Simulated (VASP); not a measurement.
Runs of VASP 6.6.1 on GeSb4Te7. The structure is that of space group P-3m1 (No. 164), or close to it. The cells are those of the table. 

```csv
cell,gap on the mesh (eV),pressure (GPa),largest force (eV/Å)
"a = 4.261, b = 4.261, c = 24.472 Å, angles 90.0, 90.0, 120.0°, 12 atoms",(b),-0.6,(a)
"a = 4.346, b = 4.346, c = 24.962 Å, angles 90.0, 90.0, 120.0°, 12 atoms",0.38,-3.2,0.28
"a = 4.289, b = 4.289, c = 24.638 Å, angles 90.0, 90.0, 120.0°, 12 atoms",0.36,-1.6,0.10
"a = 4.202, b = 4.202, c = 24.135 Å, angles 90.0, 90.0, 120.0°, 12 atoms",0.33,1.7,0.52
"a = 4.318, b = 4.318, c = 24.801 Å, angles 90.0, 90.0, 120.0°, 12 atoms",(c),-2.4,0.15
"a = 4.231, b = 4.231, c = 24.305 Å, angles 90.0, 90.0, 120.0°, 12 atoms",0.34,0.5,0.34
"a = 4.373, b = 4.373, c = 25.121 Å, angles 90.0, 90.0, 120.0°, 12 atoms",0.39,(d),0.40
```

Alike in all rows: task single point; level PBEsol; potentials or basis VASP PAW PBE potentials, release 64 (Te, Sb, Ge_d); no spin polarisation; k mesh 7 × 7 × 2; cutoff (eV) 520; smearing fermi-dirac 0.05 eV.

Q: Estimate the missing entries.

A: (a) 0.17; (b) 0.35; (c) 0.37; (d) -3.9.

Caveats: the PAW data sets were made with another functional, which shifts forces and pressure a little; spin-orbit coupling is left out, which moves the levels of the heavy elements; this functional lacks dispersion, which binds the layers, so the pressure and a relaxed spacing across them are unreliable.

A k mesh can miss the band edges, and the runs leave out spin-orbit coupling on Ge, Sb, Te.
